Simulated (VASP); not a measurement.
SiC: single point with PBE

Crystal: SiC.

```xyz
2
Lattice="0.0000 2.0139 2.0139 2.0139 0.0000 2.0139 2.0139 2.0139 0.0000" Properties=species:S:1:pos:R:3 pbc="T T T"
Si    0.0000    0.0000    0.0000
C     2.0139    2.0139    2.0139
```

| Item | Value |
| --- | --- |
| Program | VASP 6.6.1 |
| Task | single point |
| Functional | PBE |
| Potentials or basis | VASP PAW PBE potentials, release 64 (Si, C) |
| Cutoff | 600 eV |
| k mesh | 8 × 8 × 8 |
| Occupations | fermi-dirac, width 0.5 eV |
| Spin | no spin polarisation |

The pressure is 9.9 GPa. The band gap on the k mesh is zero (band 4 reaches 12.66 eV, above the bottom of band 5 at 11.82 eV).

Levels at points of the mesh, in eV from the Fermi level:
```csv
k point,band 2,band 3,band 4,band 5,band 6,band 7
"(0.00, 0.00, 0.00)",-0.32,-0.32,-0.32,7.43,8.67,8.67
"(0.50, 0.00, 0.00)",-11.96,-1.42,-1.42,5.06,5.06,5.70
"(0.50, 0.50, 0.00)",-10.25,-4.67,-4.67,-1.11,2.18,14.76
```

Wall time 8.7 s on 1 thread of Intel Xeon 8259CL, on a shared host, peak memory 0.13 GiB.
